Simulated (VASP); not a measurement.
The system is PbO (Litharge).

```
CELL_PARAMETERS angstrom
3.93383 0.00000 0.00000
0.00000 3.93383 0.00000
0.00000 0.00000 4.94240
ATOMIC_POSITIONS crystal
Pb 0.00000 0.50000 0.24214
Pb 0.50000 0.00000 0.75786
O 0.00000 0.00000 0.00000
O 0.50000 0.50000 0.00000
```

This cell differs from its parent crystal: strain -1.2%.

Base run:

```yaml
Program: VASP 6.6.1
Functional: r2SCAN
Potentials_or_basis: VASP PAW PBE potentials, release 64 (Pb_d, O)
Cutoff: 520 eV
k_mesh: 6 × 6 × 6
Occupations: gaussian, width 0.01 eV
Spin: no spin polarisation
```

Its results: band gap on the k mesh 1.32 eV, indirect (least direct gap 2.56 eV); pressure 3.5 GPa; largest force 0.099 eV/Å.

**Question.** The run is repeated on the same cell with these changes: functional from r2SCAN to PBE; occupations from gaussian, width 0.01 eV to fermi-dirac, width 0.02 eV. What comes out?

**Answer.** Band gap on the k mesh 1.03 eV, indirect (least direct gap 2.14 eV); pressure 6.5 GPa; largest force 0.417 eV/Å.

Caveats: spin-orbit coupling is left out, which moves the levels of the heavy elements; the PAW data sets were made with another functional, which shifts forces and pressure a little (some runs).

A k mesh can miss the band edges.
